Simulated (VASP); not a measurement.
# K2B2P (P-3m1) in VASP: further runs

The runs below take K2B2P through single point, relaxation of cell and atoms, with PBE.

Everything below comes from runs of VASP 6.6.1. Logs are shortened: lines on timing, memory, paths and dates and some standing lists are left out, and cuts for length are marked.

## (1) The cell of the first run

Symmetry: P-3m1, No. 164, trigonal system. The conventional cell has a = 5.366 Å, b = 5.366 Å, c = 5.069 Å, α = 90.00°, β = 90.00°, γ = 120.00°. K (site symmetry 3m) has 9 B at 3.12 to 4.46 Å and 3 P at 3.41 Å and 6 K at 3.80 to 4.22 Å within 4.5 Å. Within 2.0 Å of B (site symmetry 3m) lie 1 B at 1.52 Å and 1 P at 1.77 Å. P (site symmetry -3m) has 2 B at 1.77 Å within 2.4 Å.

The cell was built from a structure type or drawn by symmetry, and may not be a known phase.

## (2) Single point, PBE

INCAR

```
PREC     = Accurate       # precision mode
ENCUT    = 520            # plane-wave cutoff, eV
EDIFF    = 1E-7           # SCF threshold, eV
ISMEAR   = 0              # smearing method
SIGMA    = 0.1            # smearing width, eV
LREAL    = False          # projectors in reciprocal space
LASPH    = True           # aspherical terms in the spheres
NELM     = 100            # most SCF steps
ALGO     = Normal         # electronic algorithm
ISIF     = 2              # what is computed and relaxed
LWAVE    = False          # write WAVECAR
LCHARG   = False          # write CHGCAR
GGA      = PE             # functional
NBANDS   = 22             # bands
```

KPOINTS

```
regular mesh
0
Gamma
  6 6 4
```

POSCAR

```
K2B2P
1.0
    5.3663965734      0.0000000000      0.0000000000
   -2.6831982867      4.6474357594      0.0000000000
    0.0000000000      0.0000000000      5.0691151012
K B P
2 2 1
Direct
    0.3333333333      0.6666666667      0.2823953545
    0.6666666667      0.3333333333      0.7176046455
    0.0000000000      0.0000000000      0.3495859037
    0.0000000000      0.0000000000      0.6504140963
    0.0000000000      0.0000000000      0.0000000000
```

Potentials or basis: VASP PAW PBE potentials, release 64 (K_sv, B, P).

Run with:

```console
$ cat potpaw_PBE.64/K_sv/POTCAR potpaw_PBE.64/B/POTCAR potpaw_PBE.64/P/POTCAR > POTCAR
$ mpirun -np 1 vasp_std > vasp.out
```

OUTCAR:

```text
PREC = Accurate
   ENCUT = 520
   EDIFF = 1E-7
   ISMEAR = 0
   LREAL = False
   LASPH = True
   NELM = 100
   ISIF = 2
   GGA = PE

 ion  position               nearest neighbor table
   1  0.333  0.667  0.282-   2 3.80   2 3.80   2 3.80
   2  0.667  0.333  0.718-   1 3.80   1 3.80   1 3.80
   3  0.000  0.000  0.350-   4 1.52   5 1.77
   4  0.000  0.000  0.650-   3 1.52   5 1.77
   5  0.000  0.000  0.000-   3 1.77   4 1.77

  LATTYP: Found a hexagonal cell.
 ALAT       =     5.3663965734
 C/A-ratio  =     0.9446031488

  Lattice vectors:

 A1 = (   5.3663965734,   0.0000000000,   0.0000000000)
 A2 = (  -2.6831982867,   4.6474357594,   0.0000000000)
 A3 = (   0.0000000000,   0.0000000000,   5.0691151012)

Analysis of symmetry for initial positions (statically):
=====================================================================
 Subroutine PRICEL returns:
 Original cell was already a primitive cell.

 Routine SETGRP: Setting up the symmetry group for a
 hexagonal supercell.

 Subroutine GETGRP returns: Found 12 space group operations
 (whereof 12 operations were pure point group operations)
 out of a pool of 24 trial point group operations.

The static configuration has the point symmetry D_3d.

Analysis of symmetry for dynamics (positions and initial velocities):
=====================================================================
 Subroutine PRICEL returns:
 Original cell was already a primitive cell.

 Routine SETGRP: Setting up the symmetry group for a
 hexagonal supercell.

 Subroutine GETGRP returns: Found 12 space group operations
 (whereof 12 operations were pure point group operations)
 out of a pool of 24 trial point group operations.

The dynamic configuration has the point symmetry D_3d.

 Subroutine INISYM returns: Found 12 space group operations
 (whereof 12 operations are pure point group operations),
 and found     1 'primitive' translations

----------------------------------------------------------------------------------------

                                     Primitive cell

  volume of cell :     126.4236

  direct lattice vectors                    reciprocal lattice vectors
     5.366396573  0.000000000  0.000000000     0.186344782  0.107586210  0.000000000
    -2.683198287  4.647435759  0.000000000     0.000000000  0.215172420  0.000000000
     0.000000000  0.000000000  5.069115101     0.000000000  0.000000000  0.197273090

  length of vectors
     5.366396573  5.366396573  5.069115101     0.215172420  0.215172420  0.197273090

  position of ions in fractional coordinates (direct lattice)
     0.333333333  0.666666667  0.282395354
     0.666666667  0.333333333  0.717604646
     0.000000000  0.000000000  0.349585904
     0.000000000  0.000000000  0.650414096
     0.000000000  0.000000000  0.000000000

  ion indices of the primitive-cell ions
   primitive index   ion index
                 1           1
                 2           2
                 3           3
                 4           4
                 5           5

----------------------------------------------------------------------------------------

 KPOINTS: regular mesh

Automatic generation of k-mesh.
 Grid dimensions read from file:
 generate k-points for:    6    6    4

 Generating k-lattice:

  Cartesian coordinates                     Fractional coordinates (reciprocal lattice)
     0.031057464  0.017931035  0.000000000     0.166666667  0.000000000  0.000000000
     0.000000000  0.035862070  0.000000000     0.000000000  0.166666667  0.000000000
     0.000000000  0.000000000  0.049318273     0.000000000  0.000000000  0.250000000

  Length of vectors
     0.035862070  0.035862070  0.049318273

  Shift w.r.t. Gamma in fractional coordinates (k-lattice)
     0.000000000  0.000000000  0.000000000

 Subroutine IBZKPT returns following result:
 ===========================================

 Found     24 irreducible k-points:

 Following reciprocal coordinates:
            Coordinates               Weight
  0.000000  0.000000  0.000000      1.000000
  0.166667  0.000000  0.000000      6.000000
  0.333333 -0.000000  0.000000      6.000000
  0.500000 -0.000000  0.000000      3.000000
  0.166667  0.166667  0.000000      6.000000
  0.333333  0.166667  0.000000     12.000000
[... 16 lines left out ...]
  0.333333  0.166667  0.500000     12.000000
  0.333333  0.333333  0.500000      2.000000
   k-points           NKPTS =     24   k-points in BZ     NKDIM =     24   number of bands    NBANDS=     22
   number of dos      NEDOS =    301   number of ions     NIONS =      5
   total plane-waves  NPLWV =  64000
   dimension x,y,z NGX =    40 NGY =   40 NGZ =   40
   dimension x,y,z NGXF=    80 NGYF=   80 NGZF=   80
   ions per type =               2   2   1
   NGX,Y,Z   is equivalent  to a cutoff of  12.39, 12.39, 13.12 a.u.
   NGXF,Y,Z  is equivalent  to a cutoff of  24.78, 24.78, 26.24 a.u.
 SYSTEM =  unknown system
   PREC   = accura    normal or accurate (medium, high low for compatibility)
   ISTART =      0    job   : 0-new  1-cont  2-samecut
   ICHARG =      2    charge: 1-file 2-atom 10-const
   ISPIN  =      1    spin polarized calculation?
   LNONCOLLINEAR =      F non collinear calculations
   LSORBIT =      F    spin-orbit coupling
   LASPH  =      T    aspherical Exc in radial PAW
   ENCUT  =  520.0 eV  38.22 Ry    6.18 a.u.   9.98  9.98  9.43*2*pi/ulx,y,z
   NELM   =    100;   NELMIN=  2; NELMDL= -5     # of ELM steps
   EDIFF  = 0.1E-06   stopping-criterion for ELM
   LREAL  =      F    real-space projection
   EDIFFG = 0.1E-05   stopping-criterion for IOM
   NSW    =      0    number of steps for IOM
   IBRION =     -1    ionic relax: 0-MD 1-quasi-New 2-CG
   NFREE  =      0    steps in history (QN), initial steepest desc. (CG)
   ISIF   =      2    stress and relaxation
   ISYM   =      2    0-nonsym 1-usesym 2-fastsym
   POTIM  = 0.5000    time-step for ionic-motion
   TEBEG  =    0.0;   TEEND  =   0.0 temperature during run
   PSTRESS=    0.0 pullay stress
   NELECT =      29.0000    total number of electrons
   NUPDOWN=      -1.0000    fix difference up-down
   EMIN   =  10.00;   EMAX   =-10.00  energy-range for DOS
   EFERMI =   0.00;   METHOD = LEGACY
   ISMEAR =     0;   SIGMA  =   0.10  broadening in eV -4-tet -1-fermi 0-gaus
   EFERMI_NEDOS =   21; number of points for ismear=-14 and -15
   IALGO  =     38    algorithm
   IMIX   =      4    mixing-type and parameters
     AMIX     =   0.40;   BMIX     =  1.00
     AMIX_MAG =   1.60;   BMIX_MAG =  1.00
  volume/ion in A,a.u.               =      25.28       170.63
  Fermi-wavevector in a.u.,A,eV,Ry     =   1.002147  1.893783 13.664310  1.004298
  Thomas-Fermi vector in A             =   2.134615
   LORBIT       =      0    0 simple, 1 ext, 2 COOP (PROOUT), +10 PAW based schemes
   GGA     = PE    functional components
   LHFCALC =     F    Hartree Fock is set to
   AEXX    =    0.0000 exact exchange contribution
   IVDW    =     0    specifies the selected vdW correction
   LEPSILON=     F    determine dielectric tensor
   LRPA    =     F    only Hartree local field effects (RPA)
 non-spin polarized calculation
 Gauss-broadening in eV      SIGMA  =   0.10
  energy-cutoff  :      520.00
  volume of cell :      126.42
 maximum number of plane-waves:      3444
   NGX = 19   NGY = 19   NGZ = 19

 number of electron      28.9999998 magnetization

 Free energy of the ion-electron system (eV)
  ---------------------------------------------------
  ext. energy  EPLUGINS =         0.00000000
  ---------------------------------------------------
  free energy    TOTEN  =       -20.33473258 eV

  energy without entropy =      -20.33473258  energy(sigma->0) =      -20.33473258

 E-fermi :   1.9494     XC(G=0):  -7.7248

 val. band max:        1.4954897857   @ k =   0.5000  -0.0000   0.2500
 cond. band min:       2.3978540124   @ k =   0.0000   0.0000   0.0000
 fundamental gap:      0.9023642267
 Fermi energy:         1.9493678544

 k-point     1 :       0.0000    0.0000    0.0000
  band No.  band energies     occupation
      1     -29.3214      2.00000
      2     -29.2831      2.00000
      3     -12.9619      2.00000
      4     -12.8520      2.00000
      5     -12.8520      2.00000
      6     -12.7883      2.00000
[... 14 lines left out ...]
     21       6.1952      0.00000
     22       6.1952      0.00000

 k-point     2 :       0.1667    0.0000    0.0000
  band No.  band energies     occupation
      1     -29.3190      2.00000
      2     -29.2852      2.00000
      3     -12.9507      2.00000
      4     -12.8664      2.00000
      5     -12.8630      2.00000
      6     -12.7928      2.00000
[... 14 lines left out ...]
     21       6.2144      0.00000
     22       6.3696      0.00000

 k-point     3 :       0.3333   -0.0000    0.0000
  band No.  band energies     occupation
      1     -29.3129      2.00000
      2     -29.2908      2.00000
      3     -12.9261      2.00000
      4     -12.9106      2.00000
      5     -12.8817      2.00000
      6     -12.8169      2.00000
[... 14 lines left out ...]
     21       6.7214      0.00000
     22       7.1232      0.00000

 k-point     4 :       0.5000   -0.0000    0.0000
  band No.  band energies     occupation
      1     -29.3081      2.00000
      2     -29.2953      2.00000
      3     -12.9403      2.00000
      4     -12.9074      2.00000
      5     -12.8901      2.00000
      6     -12.8330      2.00000
[... 14 lines left out ...]
     21       7.1303      0.00000
     22       7.3860      0.00000

 k-point     5 :       0.1667    0.1667    0.0000
  band No.  band energies     occupation
      1     -29.3147      2.00000
      2     -29.2891      2.00000
      3     -12.9324      2.00000
      4     -12.9082      2.00000
      5     -12.8710      2.00000
      6     -12.7986      2.00000
[... 14 lines left out ...]
     21       6.6607      0.00000
     22       6.8770      0.00000

 k-point     6 :       0.3333    0.1667    0.0000
  band No.  band energies     occupation
      1     -29.3081      2.00000
      2     -29.2953      2.00000
      3     -12.9584      2.00000
      4     -12.9073      2.00000
      5     -12.8797      2.00000
      6     -12.8127      2.00000
[... 14 lines left out ...]
     21       7.0454      0.00000
     22       7.3249      0.00000

 k-point     7 :       0.3333    0.3333    0.0000
  band No.  band energies     occupation
      1     -29.3016      2.00000
      2     -29.3016      2.00000
      3     -12.9845      2.00000
      4     -12.8888      2.00000
      5     -12.8888      2.00000
      6     -12.7891      2.00000
[... 324 lines left out ...]
      6     -12.7711      2.00000
[... 14 lines left out ...]
     21       6.3124      0.00000
     22       6.7758      0.00000

 k-point    21 :       0.5000   -0.0000    0.5000
  band No.  band energies     occupation
      1     -29.3047      2.00000
      2     -29.2978      2.00000
      3     -12.9729      2.00000
      4     -12.9685      2.00000
      5     -12.8407      2.00000
      6     -12.7636      2.00000
[... 14 lines left out ...]
     21       6.5386      0.00000
     22       6.8114      0.00000

 k-point    22 :       0.1667    0.1667    0.5000
  band No.  band energies     occupation
      1     -29.3084      2.00000
      2     -29.2945      2.00000
      3     -12.9556      2.00000
      4     -12.9413      2.00000
      5     -12.8417      2.00000
      6     -12.7712      2.00000
[... 14 lines left out ...]
     21       6.4627      0.00000
     22       6.8216      0.00000

 k-point    23 :       0.3333    0.1667    0.5000
  band No.  band energies     occupation
      1     -29.3047      2.00000
      2     -29.2978      2.00000
      3     -12.9670      2.00000
      4     -12.9595      2.00000
      5     -12.8577      2.00000
      6     -12.7846      2.00000
[... 14 lines left out ...]
     21       6.8828      0.00000
     22       7.0445      0.00000

 k-point    24 :       0.3333    0.3333    0.5000
  band No.  band energies     occupation
      1     -29.3012      2.00000
      2     -29.3012      2.00000
      3     -12.9591      2.00000
      4     -12.9591      2.00000
      5     -12.8758      2.00000
      6     -12.8073      2.00000
[... 14 lines left out ...]
     21       6.8181      0.00000
     22       6.8181      0.00000

------------------------ aborting loop because EDIFF is reached ----------------------------------------

  FORCE on cell =-STRESS in cart. coord.  units (eV):
  Direction    XX          YY          ZZ          XY          YZ          ZX
  --------------------------------------------------------------------------------------
  -------------------------------------------------------------------------------------
  Total        0.0803138      0.0803138     -0.0629960      0.0000000      0.0000000      0.0000000
  in kB        1.0178229      1.0178229     -0.7983539      0.0000000      0.0000000      0.0000000
  external PRESSURE =       0.4124307 kB  Pullay stress =       0.0000000 kB

 VOLUME and BASIS-vectors are now :
 -----------------------------------------------------------------------------
  energy-cutoff  :      520.00
  volume of cell :      126.42
      direct lattice vectors                 reciprocal lattice vectors
     5.366396573  0.000000000  0.000000000     0.186344782  0.107586210  0.000000000
    -2.683198287  4.647435759  0.000000000     0.000000000  0.215172420  0.000000000
     0.000000000  0.000000000  5.069115101     0.000000000  0.000000000  0.197273090

 POSITION                                       TOTAL-FORCE (eV/Angst)
 -----------------------------------------------------------------------------------
     -0.00000      3.09829      1.43149        -0.000000      0.000000     -0.000307
      2.68320      1.54915      3.63762        -0.000000      0.000000      0.000307
      0.00000      0.00000      1.77209         0.000000      0.000000     -0.020073
      0.00000      0.00000      3.29702         0.000000      0.000000      0.020073
      0.00000      0.00000      0.00000         0.000000      0.000000     -0.000000
 -----------------------------------------------------------------------------------
    total drift:                                0.000000     -0.000000      0.000000

  FREE ENERGIE OF THE ION-ELECTRON SYSTEM (eV)
  ---------------------------------------------------
  free  energy   TOTEN  =       -20.3347325816 eV

  energy  without entropy=      -20.3347325816  energy(sigma->0) =      -20.33473258
```

It took 74 s on 1 thread of Intel Xeon Platinum 8259CL at 2.50GHz (Skylake/Cascade Lake), shared host; peak memory 0.27 GiB.

What came out:

```yaml
Free_energy: -20.3347 eV
Pressure: 0.0 GPa
Largest_force: 0.020 eV/Å
Band_gap_on_the_k_mesh: zero (an odd number of electrons rules out a gap without spin polarisation)
```

Forces on the atoms (eV/Å):
```
K    0.000  0.000  0.000
K    0.000  0.000  0.000
B    0.000  0.000 -0.020
B    0.000  0.000  0.020
P    0.000  0.000  0.000
```

Stress tensor (GPa, compression positive):
```
 0.10  0.00  0.00
 0.00  0.10  0.00
 0.00  0.00 -0.08
```

Levels at points of the mesh, in eV from the Fermi level:
| k point | band 11 | band 12 | band 13 | band 14 | band 15 | band 16 | band 17 | band 18 | band 19 | band 20 |
| --- | --- | --- | --- | --- | --- | --- | --- | --- | --- | --- |
| (0.00, 0.00, 0.00) | -6.85 | -3.56 | -3.56 | 0.45 | 1.45 | 1.45 | 2.00 | 2.00 | 3.03 | 3.47 |
| (0.50, 0.00, 0.00) | -6.83 | -4.06 | -3.49 | 1.13 | 1.15 | 1.18 | 2.19 | 2.32 | 2.87 | 3.26 |
| (0.00, 0.00, 0.50) | -4.69 | -2.74 | -2.74 | -1.65 | -1.65 | 1.47 | 2.32 | 2.43 | 3.91 | 3.91 |
| (0.50, 0.00, 0.50) | -4.70 | -3.13 | -2.74 | -2.05 | -1.54 | 1.90 | 3.06 | 3.35 | 4.54 | 4.57 |

## (3) Relaxation of cell and atoms, PBE

This run uses another cell than the first one, of 22.13 Å³/atom.

INCAR

```
SYSTEM = K2B2P
ALGO = Normal ; EDIFF = 1E-6
EDIFFG = -0.04 ; ENCUT = 600
GGA = PE ; IBRION = 2
ISIF = 3 ; ISMEAR = 0
LASPH = .TRUE. ; LCHARG = .FALSE.
LREAL = .FALSE. ; LWAVE = .FALSE.
NELM = 60 ; NSW = 90
PREC = Accurate ; SIGMA = 0.1
```

KPOINTS

```
k-points
0
G
  6 6 4
  0 0 0
```

POSCAR

```
K2B2P
1.0
    5.0824401800      0.0000000000      0.0000000000
   -2.5412200900      4.4015223100      0.0000000000
    0.0000000000      0.0000000000      4.9458360200
K B P
2 2 1
Direct
    0.3333333300      0.6666666700      0.2757999900
    0.6666666700      0.3333333300      0.7242000100
    0.0000000000      0.0000000000      0.3794000100
    0.0000000000      0.0000000000      0.6205999900
    0.0000000000      0.0000000000      0.0000000000
```

Potentials or basis: VASP PAW PBE potentials, release 64 (K_sv, B, P).

Run with:

```console
$ cat potpaw_PBE.64/K_sv/POTCAR potpaw_PBE.64/B/POTCAR potpaw_PBE.64/P/POTCAR > POTCAR
$ mpirun -np 1 vasp_std > vasp.out
```

Wall time 13 min (1 thread of Intel Xeon Platinum 8259CL at 2.50GHz (Skylake/Cascade Lake), shared host); peak memory 0.29 GiB.

Results (log left out):

```
Free energy                           : -20.3337 eV
Relaxed volume                        : 25.36 Å³/atom
Relaxed cell                          : a = 5.376 Å, b = 5.376 Å, c = 5.066 Å, α = 90.00°, β = 90.00°, γ = 120.00°
Space group after relaxing (to 0.1 Å) : P-3m1 (No. 164)
Pressure after relaxing               : 0.1 GPa
Largest force after relaxing          : 0.030 eV/Å
Band gap on the k mesh                : zero (an odd number of electrons rules out a gap without spin polarisation)
```

Forces on the atoms (eV/Å):
```
K    0.000  0.000  0.025
K    0.000  0.000 -0.025
B    0.000  0.000  0.030
B    0.000  0.000 -0.030
P    0.000  0.000  0.000
```

Stress tensor (GPa, compression positive):
```
0.01 0.00 0.00
0.00 0.01 0.00
0.00 0.00 0.13
```

Final structure:
```
K B P
1.0
     5.37570    0.00000    0.00000
    -2.68785    4.65550    0.00000
     0.00000    0.00000    5.06630
K B P
2 2 1
Direct
  0.33333 0.66667 0.27754
  0.66667 0.33333 0.72246
  0.00000 0.00000 0.34945
  0.00000 0.00000 0.65055
  0.00000 0.00000 0.00000
```

Levels at points of the mesh, in eV from the Fermi level:
```
           k point  band 11  band 12  band 13  band 14  band 15  band 16  band 17  band 18
(0.00, 0.00, 0.00)    -6.87    -3.60    -3.60     0.40     1.43     1.43     1.98     1.98
(0.50, 0.00, 0.00)    -6.85    -4.10    -3.53     1.10     1.12     1.16     2.15     2.29
(0.00, 0.00, 0.50)    -4.72    -2.79    -2.79    -1.67    -1.67     1.44     2.31     2.37
(0.50, 0.00, 0.50)    -4.72    -3.17    -2.78    -2.07    -1.57     1.87     3.02     3.30
```
